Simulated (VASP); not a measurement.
A run of VASP 6.6.1 is set up as follows.

Contents of INCAR:

```
PREC = Accurate
ENCUT = 500
EDIFF = 1E-6
ISMEAR = 0
SIGMA = 0.01
LREAL = F
LASPH = T
NELM = 120
ALGO = Normal
ISIF = 2
LWAVE = F
LCHARG = F
GGA = CA
NBANDS = 53
GGA_COMPAT = F
```

The input KPOINTS:

```
regular mesh
0
Gamma
  4 4 4
```

File POSCAR:

```
Cs2InAgCl6
1.0
    0.0000000000      5.1457625182      5.1457625182
    5.1457625182      0.0000000000      5.1457625182
    5.1457625182      5.1457625182      0.0000000000
Cs In Ag Cl
2 1 1 6
Direct
    0.2500000000      0.2500000000      0.2500000000
    0.7500000000      0.7500000000      0.7500000000
    0.0000000000      0.0000000000      0.0000000000
    0.5000000000      0.5000000000      0.5000000000
    0.7602100000      0.2397900000      0.2397900000
    0.2397900000      0.7602100000      0.2397900000
    0.2397900000      0.7602100000      0.7602100000
    0.7602100000      0.2397900000      0.7602100000
    0.2397900000      0.2397900000      0.7602100000
    0.7602100000      0.7602100000      0.2397900000
```

Potentials or basis: VASP PAW LDA potentials, release 64 (Cs_sv, In_d, Ag, Cl).

The run is started by

```console
$ cat potpaw_LDA.64/Cs_sv/POTCAR potpaw_LDA.64/In_d/POTCAR potpaw_LDA.64/Ag/POTCAR potpaw_LDA.64/Cl/POTCAR > POTCAR
$ mpirun -np 1 vasp_std > vasp.out
```

Estimate the pressure.

-0.3 GPa.

What does it give for the largest force?

0.569 eV/Å.

Estimate the band gap on the k mesh.

1.00 eV.

Forces on the atoms (eV/Å):
```
Cs   0.000  0.000  0.000
Cs   0.000  0.000  0.000
In   0.000  0.000  0.000
Ag   0.000  0.000  0.000
Cl   0.569  0.000  0.000
Cl   0.000  0.569  0.000
Cl  -0.569  0.000  0.000
Cl   0.000 -0.569  0.000
Cl   0.000  0.000  0.569
Cl   0.000  0.000 -0.569
```

Caveat: spin-orbit coupling is left out, which moves the levels of the heavy elements.

**Experimental background.**

From “Cs2InAgCl6: A new lead-free halide double perovskite with direct band gap”, 2016, arxiv:1611.05426, for a powder of Cs2InAgCl6: band gap 3.3 eV (optical).

Against the measured gap of Cs2InAgCl6, 3.3 eV (optical; powder; “Cs2InAgCl6: A new lead-free halide double perovskite with direct band gap”, 2016, arxiv:1611.05426), the calculated 1.00 eV is off by -2.30 eV. So large a miss can be the level of theory's own, or it may mean another phase, state or a wrong row. Spin-orbit coupling on Ag, Cs, In is left out. The value is that of LDA, without temperature or zero-point motion. Semilocal functionals fall short of measured gaps as a rule.
